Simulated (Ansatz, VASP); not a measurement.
One calculation of Hg, two programs

```
Hg
1.0
     5.07079    0.00000    0.00000
    -2.53539    4.39143    0.00000
     0.00000    0.00000    3.10839
Hg
3
Direct
  0.00000 0.00000 0.00000
  0.33333 0.66667 0.50000
  0.66667 0.33333 0.50000
```

Alike in both runs: task relaxation of cell and atoms; functional BLYP; k mesh 7 × 7 × 10; occupations fermi-dirac, width 0.1 eV; no spin polarisation.

|  | VASP | Ansatz |
| --- | --- | --- |
| version | VASP 6.6.1 | Ansatz 0.2.0 |
| potentials or method | VASP PAW PBE potentials, release 64 (Hg), cutoff 600 eV | plane waves (420 eV) with PAW, scalar-relativistic |
| valence electrons in the cell | 36 | 60 |

VASP gave:

```
relaxed volume (Å³/atom)                                                      : 49.46
relaxed length of the cell vector where the two differ most in proportion (Å) : 6.560
```

**Question.** What did Ansatz give for the same quantities?

**Answer.** Relaxed volume (Å³/atom): 143.51; relaxed length of the cell vector where the two differ most in proportion (Å): 9.383.

VASP's potentials were made for PBE, not for BLYP. One of these differences is far larger than is usual between the two programs; its cause wasn't traced. VASP's potentials hold 36 valence electrons a cell and Ansatz's 60, so a difference there can come from the potentials and not from the codes.

Neither program's run includes spin-orbit coupling. Noted on VASP's run: the volume moved by over 15 % at a fixed basis, so the end points are rough.
